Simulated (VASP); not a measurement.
# As (C2/c) in VASP: a series of runs

As is run at these levels: PBE; tasks: single point, relaxation of cell and atoms.

All numbers are computed with VASP 6.6.1; they aren't measurements. Logs are shortened: lines on timing, memory, paths and dates and some standing lists are left out, and cuts for length are marked.

### Step 1. The cell of the first run

Symmetry: C2/c, No. 15, monoclinic system. The conventional cell has a = 5.436 Å, b = 5.645 Å, c = 6.245 Å, α = 90.00°, β = 99.08°, γ = 90.00°. Within 3.0 Å of As (site symmetry 1) lie 6 As at 2.08 to 2.92 Å. As (site symmetry -1) has 8 As at 2.40 to 3.28 Å within 3.3 Å.

The cell was generated, and may not be a known phase.

### Step 2. Single point, PBE

INCAR reads:

```
ALGO = Normal
EDIFF = 1E-6
ENCUT = 520
GGA = PE
ISIF = 2
ISMEAR = 0
LASPH = T
LCHARG = F
LREAL = F
LWAVE = F
NBANDS = 24
NELM = 60
PREC = Accurate
SIGMA = 0.1
```

KPOINTS reads:

```
k-points
0
Gamma
  4 4 4
```

POSCAR reads:

```
As
1.0
    2.7182432300     -2.8225497200      0.0000000000
    2.7182432300      2.8225497200      0.0000000000
   -0.9856851900      0.0000000000      6.1663290000
As
6
Direct
    0.1584272600      0.4526645600      0.3780588900
    0.5473354400      0.8415727400      0.1219411100
    0.8415727400      0.5473354400      0.6219411100
    0.4526645600      0.1584272600      0.8780588900
    0.0000000000      0.5000000000      0.0000000000
    0.5000000000      0.0000000000      0.5000000000
```

Potentials or basis: VASP PAW PBE potentials, release 64 (As).

Launch:

```sh
$ cat potpaw_PBE.64/As/POTCAR > POTCAR
$ mpirun -np 1 vasp_std > vasp.out
```

OUTCAR:

```text
EDIFF = 1E-6
   ENCUT = 520
   GGA = PE
   ISIF = 2
   ISMEAR = 0
   LASPH = T
   LREAL = F
   NELM = 60
   PREC = Accurate

 ion  position               nearest neighbor table
   1  0.158  0.453  0.378-   3 2.08   6 2.40   5 2.40   6 2.48   2 2.85
   2  0.547  0.842  0.122-   4 2.08   5 2.40   6 2.40   5 2.48   1 2.85
   3  0.842  0.547  0.622-   1 2.08   6 2.40   5 2.40   6 2.48   4 2.85
   4  0.453  0.158  0.878-   2 2.08   5 2.40   6 2.40   5 2.48   3 2.85
   5  0.000  0.500  0.000-   2 2.40   4 2.40   3 2.40   1 2.40   2 2.48   4 2.48
   6  0.500  0.000  0.500-   1 2.40   3 2.40   2 2.40   4 2.40   3 2.48   1 2.48

  LATTYP: Found a base centered monoclinic cell.
 ALAT       =     5.4364864600
 B/A-ratio  =     1.0383727581
 C/A-ratio  =     1.1486486382
 COS(beta)  =    -0.1578456866

  Lattice vectors:

 A1 = (   2.7182432300,  -2.8225497200,   0.0000000000)
 A2 = (   2.7182432300,   2.8225497200,   0.0000000000)
 A3 = (  -0.9856851900,   0.0000000000,   6.1663290000)

Analysis of symmetry for initial positions (statically):
=====================================================================
 Subroutine PRICEL returns:
 Original cell was already a primitive cell.

 Routine SETGRP: Setting up the symmetry group for a
 base centered monoclinic supercell.

 Subroutine GETGRP returns: Found  4 space group operations
 (whereof  2 operations were pure point group operations)
 out of a pool of  4 trial point group operations.

The static configuration has the point symmetry S_2 .
 The point group associated with its full space group is C_2h.

Analysis of symmetry for dynamics (positions and initial velocities):
=====================================================================
 Subroutine PRICEL returns:
 Original cell was already a primitive cell.

 Routine SETGRP: Setting up the symmetry group for a
 base centered monoclinic supercell.

 Subroutine GETGRP returns: Found  4 space group operations
 (whereof  2 operations were pure point group operations)
 out of a pool of  4 trial point group operations.

The dynamic configuration has the point symmetry S_2 .
 The point group associated with its full space group is C_2h.

 Subroutine INISYM returns: Found  4 space group operations
 (whereof  2 operations are pure point group operations),
 and found     1 'primitive' translations

[... 103 lines left out ...]
   EDIFFG = 0.1E-04   stopping-criterion for IOM
   NSW    =      0    number of steps for IOM
   IBRION =     -1    ionic relax: 0-MD 1-quasi-New 2-CG
   NFREE  =      0    steps in history (QN), initial steepest desc. (CG)
   ISIF   =      2    stress and relaxation
   ISYM   =      2    0-nonsym 1-usesym 2-fastsym
   POTIM  = 0.5000    time-step for ionic-motion
   TEBEG  =    0.0;   TEEND  =   0.0 temperature during run
   PSTRESS=    0.0 pullay stress
   NELECT =      30.0000    total number of electrons
   NUPDOWN=      -1.0000    fix difference up-down
   EMIN   =  10.00;   EMAX   =-10.00  energy-range for DOS
   EFERMI =   0.00;   METHOD = LEGACY
   ISMEAR =     0;   SIGMA  =   0.10  broadening in eV -4-tet -1-fermi 0-gaus
   EFERMI_NEDOS =   21; number of points for ismear=-14 and -15
   IALGO  =     38    algorithm
   IMIX   =      4    mixing-type and parameters
     AMIX     =   0.40;   BMIX     =  1.00
     AMIX_MAG =   1.60;   BMIX_MAG =  1.00
  volume/ion in A,a.u.               =      15.77       106.42
  Fermi-wavevector in a.u.,A,eV,Ry     =   1.116314  2.109528 16.954995  1.246157
  Thomas-Fermi vector in A             =   2.252927
   LORBIT       =      0    0 simple, 1 ext, 2 COOP (PROOUT), +10 PAW based schemes
   GGA     = PE    functional components
   LHFCALC =     F    Hartree Fock is set to
   AEXX    =    0.0000 exact exchange contribution
   IVDW    =     0    specifies the selected vdW correction
   LEPSILON=     F    determine dielectric tensor
   LRPA    =     F    only Hartree local field effects (RPA)
 non-spin polarized calculation
 Gauss-broadening in eV      SIGMA  =   0.10
  energy-cutoff  :      520.00
  volume of cell :       94.62
 maximum number of plane-waves:      2566
 NGX is ok and might be reduce to    30
   NGX = 15   NGY = 15   NGZ = 23

 number of electron      30.0000000 magnetization

 Free energy of the ion-electron system (eV)
  ---------------------------------------------------
  ext. energy  EPLUGINS =         0.00000000
  ---------------------------------------------------
  free energy    TOTEN  =       -20.22303157 eV

  energy without entropy =      -20.21181466  energy(sigma->0) =      -20.21742311

 E-fermi :   9.0649     XC(G=0): -11.3556

 val. band max:        9.0155186340   @ k =   0.5000   0.2500   0.2500
 cond. band min:       9.1127487969   @ k =  -0.2500   0.2500   0.5000
 fundamental gap:      0.0972301630
 Fermi energy:         9.0648853856

 k-point     1 :       0.0000    0.0000    0.0000
  band No.  band energies     occupation
      1      -9.0676      2.00000
      2      -6.3898      2.00000
      3      -3.8321      2.00000
      4      -2.2437      2.00000
      5       0.0120      2.00000
      6       0.2712      2.00000
[... 637 lines left out ...]
     23      16.6001      0.00000
     24      16.6001      0.00000

------------------------ aborting loop because EDIFF is reached ----------------------------------------

  FORCE on cell =-STRESS in cart. coord.  units (eV):
  Direction    XX          YY          ZZ          XY          YZ          ZX
  --------------------------------------------------------------------------------------
  -------------------------------------------------------------------------------------
  Total       26.3032921     35.1752801     40.6576208      0.0000000      0.0000000     -9.2391512
  in kB      445.3834611    595.6093985    688.4397518      0.0000000      0.0000000   -156.4429710
  external PRESSURE =     576.4775371 kB  Pullay stress =       0.0000000 kB

 VOLUME and BASIS-vectors are now :
 -----------------------------------------------------------------------------
  energy-cutoff  :      520.00
  volume of cell :       94.62
      direct lattice vectors                 reciprocal lattice vectors
     2.718243230 -2.822549720  0.000000000     0.183942332 -0.177144798  0.029403107
     2.718243230  2.822549720  0.000000000     0.183942332  0.177144798  0.029403107
    -0.985685190  0.000000000  6.166329000     0.000000000  0.000000000  0.162171042

 POSITION                                       TOTAL-FORCE (eV/Angst)
 -----------------------------------------------------------------------------------
      1.28845      0.83050      2.33124         0.804865     -1.990124     -3.090009
      3.65519      0.83050      0.75193        -0.804865     -1.990124      3.090009
      3.16235     -0.83050      3.83509        -0.804865      1.990124      3.090009
      0.79561     -0.83050      5.41440         0.804865      1.990124     -3.090009
      1.35912      1.41127      0.00000         0.000000      0.000000      0.000000
      0.86628     -1.41127      3.08316         0.000000      0.000000      0.000000
 -----------------------------------------------------------------------------------
    total drift:                                0.000000      0.000000     -0.000000

  FREE ENERGIE OF THE ION-ELECTRON SYSTEM (eV)
  ---------------------------------------------------
  free  energy   TOTEN  =       -20.2230315663 eV

  energy  without entropy=      -20.2118146631  energy(sigma->0) =      -20.21742311
```

OSZICAR:

```text
N       E                     dE             d eps       ncg     rms          rms(c)
DAV:   1     0.127873832694E+03    0.12787E+03   -0.12700E+04  1152   0.109E+03
DAV:   2    -0.122074620390E+02   -0.14008E+03   -0.13070E+03  1456   0.183E+02
DAV:   3    -0.204261393507E+02   -0.82187E+01   -0.80323E+01  1536   0.431E+01
DAV:   4    -0.205183993458E+02   -0.92260E-01   -0.92123E-01  1296   0.471E+00
DAV:   5    -0.205192078330E+02   -0.80849E-03   -0.80833E-03  1552   0.382E-01    0.103E+01
DAV:   6    -0.203043214703E+02    0.21489E+00   -0.12551E-01  1280   0.168E+00    0.618E+00
DAV:   7    -0.202249736246E+02    0.79348E-01   -0.18949E-01  1464   0.204E+00    0.403E-01
DAV:   8    -0.202230444423E+02    0.19292E-02   -0.16491E-02  1248   0.681E-01    0.200E-01
DAV:   9    -0.202230113151E+02    0.33127E-04   -0.11410E-03  1464   0.160E-01    0.676E-02
DAV:  10    -0.202230235234E+02   -0.12208E-04   -0.57574E-05  1400   0.372E-02    0.177E-02
DAV:  11    -0.202230316157E+02   -0.80924E-05   -0.10435E-05  1456   0.189E-02    0.622E-03
DAV:  12    -0.202230315663E+02    0.49378E-07   -0.19094E-06   992   0.754E-03
   1 F= -.20223032E+02 E0= -.20217423E+02  d E =-.112169E-01
```

stdout:

```text
POSCAR found type information on POSCAR As
 POSCAR found :  1 types and       6 ions
 scaLAPACK will be used
 LDA part: xc-table for (Slater+PW92), standard interpolation
 POSCAR, INCAR and KPOINTS ok, starting setup
 FFT: planning ... GRIDC
 FFT: planning ... GRID_SOFT
 FFT: planning ... GRID
 WAVECAR not read
 entering main loop
```

Run time: 27 s. Hardware: 1 thread of AMD EPYC 9R45 (Zen 5), shared host; peak memory 0.17 GiB.

Results:

* Free energy: -20.2230 eV
* Pressure: 57.6 GPa
* Largest force: 3.763 eV/Å
* Band gap on the k mesh: zero (bands 15 and 16 overlap by 3.27 eV)

Forces in eV/Å, atoms in the order of the input:
```
As   0.805 -1.990 -3.090
As  -0.805 -1.990  3.090
As  -0.805  1.990  3.090
As   0.805  1.990 -3.090
As   0.000  0.000  0.000
As   0.000  0.000  0.000
```

Stress tensor (GPa, compression positive):
```
 44.54   0.00 -15.64
  0.00  59.56   0.00
-15.64   0.00  68.84
```

Caveat: the k points lie up to 0.40 Å⁻¹ apart, too coarse for converged energies and pressures of a metal; forces of over 1 eV/Å act on the atoms, so gaps and moduli don't describe the material at rest.

### Step 3. Single point, PBE

This run uses another cell than the first one, of 21.76 Å³/atom.

INCAR reads:

```
  PREC = Accurate
  ENCUT = 520
  EDIFF = 1E-6
  ISMEAR = 0
  SIGMA = 0.1
  LREAL = F
  LASPH = T
  NELM = 100
  ALGO = Normal
  ISIF = 2
  LWAVE = F
  LCHARG = F
  GGA = PE
  NBANDS = 24
```

KPOINTS reads:

```
regular mesh
0
Gamma
  4 4 4
```

POSCAR reads:

```
As
1.0
    2.9521058467     -3.3532736826     -0.3972577666
    2.9521058467      3.3532736826     -0.3972577666
   -1.9716664940      0.0000000000      6.8597547468
As
6
Direct
    0.1178957678      0.3795739361      0.3627037620
    0.6204260639      0.8821042322      0.1372962380
    0.8821042322      0.6204260639      0.6372962380
    0.3795739361      0.1178957678      0.8627037620
    0.0000000000      0.5000000000      0.0000000000
    0.5000000000      0.0000000000      0.5000000000
```

Potentials or basis: VASP PAW PBE potentials, release 64 (As).

Launch:

```sh
$ cat potpaw_PBE.64/As/POTCAR > POTCAR
$ mpirun -np 1 vasp_std > vasp.out
```

Run time: 41 s. Hardware: 1 thread of AMD EPYC 9R45 (Zen 5), shared host; peak memory 0.22 GiB.

The run converged. Its results:

- Free energy: -26.6522 eV
- Pressure: 0.2 GPa
- Largest force: 0.009 eV/Å
- Band gap on the k mesh: zero (bands 15 and 16 overlap by 3.14 eV)

Forces in eV/Å, atoms in the order of the input:
```
As   0.004 -0.007 -0.003
As  -0.004 -0.007  0.003
As  -0.004  0.007  0.003
As   0.004  0.007 -0.003
As   0.000  0.000  0.000
As   0.000  0.000  0.000
```

Stress tensor (GPa, compression positive):
```
0.34 0.00 0.01
0.00 0.15 0.00
0.01 0.00 0.09
```

Levels at points of the mesh, in eV from the Fermi level:
```csv
k point,band 13,band 14,band 15,band 16,band 17,band 18
"(0.00, 0.00, 0.00)",-1.01,-0.89,-0.36,0.17,0.54,0.86
"(0.50, 0.00, 0.00)",-1.97,-1.60,-1.33,-1.10,0.38,1.32
"(0.50, 0.50, 0.00)",-1.62,-1.17,0.69,0.94,1.80,3.18
"(0.00, 0.00, 0.50)",-1.86,-1.86,-0.26,-0.26,1.36,1.36
"(0.50, 0.00, 0.50)",-2.32,-1.24,-0.98,0.59,0.80,0.88
"(0.50, 0.50, 0.50)",-1.33,-1.33,2.04,2.04,2.81,2.81
```

Caveat: the k points lie up to 0.37 Å⁻¹ apart, too coarse for converged energies and pressures of a metal.

### Step 4. Relaxation of cell and atoms, PBE

INCAR reads:

```
SYSTEM = As
ALGO = Normal
EDIFF = 1E-7
EDIFFG = -0.04
ENCUT = 600
GGA = PE
IBRION = 2
ISIF = 3
ISMEAR = 0
LASPH = .True.
LCHARG = .False.
LREAL = .False.
LWAVE = .False.
NELM = 80
NSW = 90
PREC = Accurate
SIGMA = 0.1
```

KPOINTS reads:

```
k-points
0
Gamma
  4 4 4
  0 0 0
```

POSCAR reads:

```
As
1.0
    2.7182432300     -2.8225497200      0.0000000000
    2.7182432300      2.8225497200      0.0000000000
   -0.9856851900      0.0000000000      6.1663290000
As
6
Direct
    0.1584272600      0.4526645600      0.3780588900
    0.5473354400      0.8415727400      0.1219411100
    0.8415727400      0.5473354400      0.6219411100
    0.4526645600      0.1584272600      0.8780588900
    0.0000000000      0.5000000000      0.0000000000
    0.5000000000      0.0000000000      0.5000000000
```

Launch:

```sh
$ cat potpaw_PBE.64/As/POTCAR > POTCAR
$ mpirun -np 1 vasp_std > vasp.out
```

Wall time 6.9 min (1 thread of AMD EPYC 9R45 (Zen 5), shared host); peak memory 0.21 GiB.

Results (log left out):

* Free energy: -26.4473 eV
* Relaxed volume: 23.06 Å³/atom
* Relaxed cell: a = 4.583 Å, b = 4.583 Å, c = 6.988 Å, α = 102.58°, β = 102.58°, γ = 95.13°
* Space group after relaxing (to 0.1 Å): C2/c (No. 15)
* Energy gained by relaxing: 1037.3 meV/atom
* Ionic steps: 20
* Pressure after relaxing: -0.2 GPa
* Largest force after relaxing: 0.030 eV/Å
* Band gap on the k mesh: zero (bands 15 and 16 overlap by 2.64 eV)

Forces on the atoms (eV/Å):
```
As  -0.018  0.023  0.005
As   0.018  0.023 -0.005
As   0.018 -0.023 -0.005
As  -0.018 -0.023  0.005
As   0.000  0.000  0.000
As   0.000  0.000  0.000
```

Stress tensor (GPa, compression positive):
```
-0.20  0.00 -0.09
 0.00 -0.12  0.00
-0.09  0.00 -0.15
```

The path:
| step | energy change (eV) | largest force (eV/Å) | pressure (GPa) | volume (Å³) |
| --- | --- | --- | --- | --- |
| 1 | 0.0000 | 3.7627 | 57.64 | 94.62 |
| 2 | -2.4745 | 0.6860 | -10.82 | 194.44 |
| 3 | -5.6602 | 0.8149 | 0.02 | 135.30 |
| 4 | -5.6656 | 0.8097 | 0.53 | 134.31 |
| 5 | -5.6676 | 0.8043 | 1.02 | 133.39 |
| 6 | -5.8207 | 0.7763 | -0.16 | 136.38 |
| 7 | -5.9818 | 0.4625 | -1.84 | 142.60 |
| 8 | -6.0740 | 0.4515 | -0.15 | 140.07 |
| 9 | -6.0815 | 0.6054 | 0.55 | 139.15 |
| 10 | -6.1771 | 0.4466 | 0.55 | 138.67 |
| 11 | -6.1886 | 0.4187 | 0.58 | 138.43 |
| 12 | -6.1891 | 0.4157 | 0.59 | 138.37 |
| 13 | -6.2123 | 0.1275 | -0.48 | 139.90 |
| 14 | -6.2127 | 0.0974 | -0.64 | 140.15 |
| 15 | -6.2183 | 0.0663 | -0.07 | 138.73 |
| 16 | -6.2185 | 0.0621 | 0.06 | 138.42 |
| 17 | -6.2201 | 0.0561 | 0.07 | 138.31 |
| 18 | -6.2215 | 0.0700 | 0.08 | 138.06 |
| 19 | -6.2227 | 0.0550 | 0.01 | 138.15 |
| 20 | -6.2237 | 0.0296 | -0.16 | 138.36 |

Final structure:
```xyz
6
Lattice="3.0818 -3.3825 -0.2537 3.0818 3.3825 -0.2537 -1.7065 0.0000 6.7767" Properties=species:S:1:pos:R:3 pbc="T T T"
As    1.2022    0.9027    2.4717
As    4.1081    0.9027    0.4093
As    3.2549   -0.9027    3.7976
As    0.3490   -0.9027    5.8601
As    1.5409    1.6913   -0.1268
As    0.6877   -1.6913    3.2615
```

Levels at points of the mesh, in eV from the Fermi level:
```
           k point  band 11  band 12  band 13  band 14  band 15  band 16  band 17  band 18  band 19
(0.00, 0.00, 0.00)    -2.85    -1.68    -0.99    -0.26    -0.25     0.49     0.53     0.87     2.01
(0.50, 0.00, 0.00)    -2.64    -1.77    -1.68    -1.29    -0.78    -0.26     1.10     1.68     2.71
(0.50, 0.50, 0.00)    -3.06    -1.48    -0.23    -0.06     1.01     1.19     2.40     2.95     3.20
(0.00, 0.00, 0.50)    -2.43    -2.43    -1.67    -1.67     0.09     0.09     1.22     1.22     2.28
(0.50, 0.00, 0.50)    -2.72    -2.49    -1.89    -1.13    -0.88    -0.33     0.53     1.99     2.52
(0.50, 0.50, 0.50)    -3.20    -3.20    -0.80    -0.80     1.89     1.89     2.78     2.78     3.37
```

Caveat: the k points lie up to 0.35 Å⁻¹ apart in the final cell, too coarse for converged energies and pressures of a metal; the volume moved by over 15 % at a fixed basis, so the end points are rough.

(Continued in part 2 of 3.)

The gap in the log of VASP goes by the Fermi energy; the results here count the filled bands.